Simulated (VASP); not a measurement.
Write the native input for VASP 6.6.1 that does the following.

| Quantity | Value |
| --- | --- |
| Task | single point |
| Functional | PBE |
| Dispersion | D3(BJ) |
| Potentials or basis | VASP PAW PBE potentials, release 64 (Se, Pt) |
| Cutoff | 520 eV |
| k mesh | 9 × 9 × 1 |
| Occupations | gaussian, width 0.05 eV |
| Spin | no spin polarisation |
| Dipole correction | yes |
| Further INCAR settings | ALGO = Normal; EDIFF = 1e-06; NBANDS = 31 |

The structure of PtSe2 lies in POSCAR:

```
PtSe2
1.0
    3.7070357730      0.0000000000      0.0000000000
   -1.8535178865      3.2103871521      0.0000000000
    0.0000000000      0.0000000000     22.7981619012
Se Pt
4 2
Direct
    0.6666666667      0.3333333333      0.1973843339
    0.3333333333      0.6666666667      0.3135814625
    0.3333333333      0.6666666667      0.4499959688
    0.0000000000      1.0000000000      0.5661930974
    0.0000000000      0.0000000000      0.2554828982
   -0.3333333333      0.3333333333      0.5080945331
```

These files were run (other wordings do the same):

INCAR

```
  PREC = Accurate
  ENCUT = 520
  EDIFF = 1E-6
  ISMEAR = 0
  SIGMA = 0.05
  LREAL = False
  LASPH = True
  NELM = 100
  ALGO = Normal
  ISIF = 2
  LWAVE = False
  LCHARG = False
  LDIPOL = True
  IDIPOL = 3
  DIPOL = 0.5 0.5 0.382
  GGA = PE
  IVDW = 12
  NBANDS = 31
```

KPOINTS

```
regular mesh
0
Gamma
  9 9 1
```

Potentials or basis: VASP PAW PBE potentials, release 64 (Se, Pt).

Command:

```sh
$ cat potpaw_PBE.64/Se/POTCAR potpaw_PBE.64/Pt/POTCAR > POTCAR
$ mpirun -np 1 vasp_std > vasp.out
```

Results of the run:

```yaml
Largest_force: 0.320 eV/Å
Band_gap_on_the_k_mesh: 0.42 eV (least direct gap 0.69 eV)
Dispersion_energy_per_atom: -0.356 eV
```

Caveat: spin-orbit coupling is left out, which moves the levels of the heavy elements.

Wall time 7.2 min on 1 thread of Intel Xeon 8259CL, with other jobs on the host, peak memory 0.42 GiB.
